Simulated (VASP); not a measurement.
A run of VASP 6.6.1 is set up as follows.

Contents of INCAR:

```
SYSTEM = SnSe
PREC = Accurate ; ENCUT = 500
EDIFF = 1E-6 ; ISMEAR = 0
SIGMA = 0.001 ; LREAL = .FALSE.
LASPH = .TRUE. ; NELM = 120
ALGO = Normal ; ISIF = 2
LWAVE = .FALSE. ; LCHARG = .FALSE.
GGA = PE ; NBANDS = 17
GGA_COMPAT = .FALSE.
```

KPOINTS

```
Automatic mesh
0
G
  4 4 4
  0 0 0
```

POSCAR

```
SnSe
1.0
    0.0000000000      3.3639842963      3.3639842963
    3.3639842963      0.0000000000      3.3639842963
    3.3639842963      3.3639842963      0.0000000000
Sn Se
1 1
Direct
    0.0000000000      0.0000000000      0.0000000000
    0.2500000000      0.2500000000      0.2500000000
```

Potentials or basis: VASP PAW PBE potentials, release 64 (Sn_d, Se).

Command:

```bash
$ cat potpaw_PBE.64/Sn_d/POTCAR potpaw_PBE.64/Se/POTCAR > POTCAR
$ mpirun -np 1 vasp_std > vasp.out
```

Task: Estimate the band gap on the k mesh.

Result: Zero (filled and empty bands touch).

Task: Estimate the pressure.

Result: 0.3 GPa.

Caveat: the k points lie up to 0.40 Å⁻¹ apart; semilocal functionals underestimate gaps, so a narrow gap can read as zero; spin-orbit coupling is left out, which moves the levels of the heavy elements.
